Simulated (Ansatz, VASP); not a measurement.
## Two plane-wave programs on TiSi3O8

```
Si O Ti
1.0
     2.88587    0.00000    0.00000
     0.00000    6.26194    0.00000
     0.00000    0.00000    6.86943
Si O Ti
3 8 1
Cartesian
  0.0000 0.0000 -0.0996
  1.4429 1.5761 3.7008
  1.4429 4.6858 3.7008
  1.4429 0.0000 4.0848
  1.4429 0.0000 0.7191
  0.0000 1.7610 2.9400
  0.0000 1.3326 5.8393
  1.4429 3.1310 4.5900
  1.4429 3.1310 0.5808
  0.0000 4.5009 2.9400
  0.0000 4.9293 5.8393
  0.0000 3.1310 -0.4883
```

Alike in both runs: task single point; functional PBE; k mesh 8 × 4 × 4; occupations fermi-dirac, width 0.02 eV; no spin polarisation.

|  | VASP | Ansatz |
| --- | --- | --- |
| version | VASP 6.6.1 | Ansatz 0.2.0 |
| potentials or method | VASP PAW PBE potentials, release 64 (Si, O, Ti_sv) | plane waves, PAW |
| plane-wave cutoff (eV) | 520 | 420 |
| valence electrons in the cell | 72 | 72 |

```tsv
	VASP	Ansatz	Ansatz less VASP
gap on the k mesh at the Fermi level (eV)	3.30	3.34	+0.036
pressure (GPa)	6.7	6.3	-0.40
rms of the force components (eV/Å)	0.185	0.168	-0.0177
```
